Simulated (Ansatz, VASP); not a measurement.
## One calculation of TaN, two programs

```
CELL_PARAMETERS angstrom
4.78868 0.00000 0.00000
-2.39434 4.14712 0.00000
0.00000 0.00000 3.01973
ATOMIC_POSITIONS crystal
Ta 0.00000 0.00000 0.00000
Ta 0.33333 0.66667 0.50000
Ta 0.66667 0.33333 0.50000
N 0.50000 0.00000 0.00000
N 0.50000 0.50000 0.00000
N 0.00000 0.50000 0.00000
```

Change from the starting cell: strain -0.080 along x and y, +0.040 along z, atoms carried along.

Alike in both runs: task single point; functional PBEsol; k mesh 12 × 12 × 16; occupations gaussian, width 0.15 eV; no spin polarisation.

|  | VASP | Ansatz |
| --- | --- | --- |
| version | VASP 6.6.1 | Ansatz 0.2.0 |
| potentials or method | VASP PAW PBE potentials, release 64 (Ta_pv, N), cutoff 520 eV | scalar-relativistic, plane waves, PAW |
| valence electrons in the cell | 48 | 54 |

Ansatz gave:

- gap on the k mesh at the Fermi level (eV): none
- pressure (GPa): 41.7
- traceless stress, the component that is largest in VASP (GPa): -21.63

Question: What did VASP give for the same quantities?

Answer: gap on the k mesh at the Fermi level (eV): none; pressure (GPa): 43.4; traceless stress, the component that is largest in VASP (GPa): -21.23.

VASP's potentials were made for PBE, not for PBEsol. A gap of «none» marks a metal or a gap that the smearing closes. Both programs put the cell under a high pressure, so it lies far from rest at this level. VASP's potentials hold 48 valence electrons a cell and Ansatz's 54, so a difference there can come from the potentials and not from the codes.

Neither program's run includes spin-orbit coupling.
